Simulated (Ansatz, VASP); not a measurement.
# BiTe: VASP beside Ansatz

The input INCAR:

```
PREC = Accurate
ENCUT = 500
EDIFF = 1E-6
ISMEAR = 0
SIGMA = 0.1
LREAL = False
LASPH = True
NELM = 120
ALGO = Normal
ISIF = 2
LWAVE = False
LCHARG = True
GGA = PE
LELF = True
LVHAR = True
NBANDS = 18
GGA_COMPAT = False
```

File KPOINTS:

```
Automatic mesh
0
Gamma
  6 6 6
```

Contents of POSCAR:

```
BiTe
1.0
    0.0000000000      3.2350000000      3.2350000000
    3.2350000000      0.0000000000      3.2350000000
    3.2350000000      3.2350000000      0.0000000000
Bi Te
1 1
Direct
    0.0000000000      0.0000000000      0.0000000000
    0.2350000000      0.2350000000      0.2350000000
```

Input for Ansatz:

```yaml
crystal:
  lattice:
    - [0.0, 3.235, 3.235]
    - [3.235, 0.0, 3.235]
    - [3.235, 3.235, 0.0]
  atoms:
    - { symbol: Bi, position: [0.0, 0.0, 0.0] }
    - { symbol: Te, position: [0.235, 0.235, 0.235] }
basis:
  ecutwfc: 420
kpoints:
  mp_grid: { grid: [6, 6, 6] }
hamiltonian:
  xc: pbe
scf:
  occupations: { method: gaussian, width: 0.1 }
output:
  forces: true
  stress: true
  eigenvalues: true
```

Alike in both runs: task single point; functional PBE; k mesh 6 × 6 × 6; occupations gaussian, width 0.1 eV; no spin polarisation.

|  | VASP | Ansatz |
| --- | --- | --- |
| version | VASP 6.6.1 | Ansatz 0.2.0 |
| potentials or method | VASP PAW PBE potentials, release 64 (Bi_d, Te), cutoff 500 eV | scalar-relativistic, plane waves, PAW |
| valence electrons in the cell | 21 | 31 |

```csv
,VASP,Ansatz,Ansatz less VASP
gap on the k mesh at the Fermi level (eV),none,none,-
pressure (GPa),21.0,21.0,0.00
"traceless stress, the component that is largest in VASP (GPa)",3.87,3.85,-0.023
rms of the force components (eV/Å),0.920,0.915,-0.0055
```

Atom by atom the forces differ by 0.006 eV/Å (rms over components). A gap of «none» marks a metal or a gap that the smearing closes. VASP's potentials hold 21 valence electrons a cell and Ansatz's 31, so a difference there can come from the potentials and not from the codes.

Neither program's run includes spin-orbit coupling.
